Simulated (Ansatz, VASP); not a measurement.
**One calculation of BP, two programs**

```xyz
4
Lattice="3.2141 0.0000 0.0000 -1.6071 2.7835 0.0000 0.0000 0.0000 9.8505" Properties=species:S:1:pos:R:3 pbc="T T T"
B     0.0000    1.8557    2.4626
B     1.6071    0.9278    7.3879
P     0.0000    1.8557    7.3879
P     1.6071    0.9278    2.4626
```

Change from the starting cell: species swapped into the BN type (P6_3/mmc, No. 194).

Alike in both runs: task relaxation of cell and atoms; functional PBE; k mesh 12 × 12 × 4; occupations gaussian, width 0.02 eV; no spin polarisation.

```csv
,VASP,Ansatz
version,VASP 6.6.1,Ansatz 0.2.0
potentials or method,"VASP PAW PBE potentials, release 64 (B, P), cutoff 600 eV","scalar-relativistic, plane waves, PAW"
valence electrons in the cell,16,16
```

VASP gave:

- gap on the k mesh at the Fermi level, each at its own relaxed structure (eV): 0.90
- relaxed volume (Å³/atom): 22.01
- relaxed cell length with the largest relative difference (Å): 3.212

**Question.** What did Ansatz give for the same quantities?

**Answer.** gap on the k mesh at the Fermi level, each at its own relaxed structure (eV): 0.89; relaxed volume (Å³/atom): 22.03; relaxed cell length with the largest relative difference (Å): 3.214.
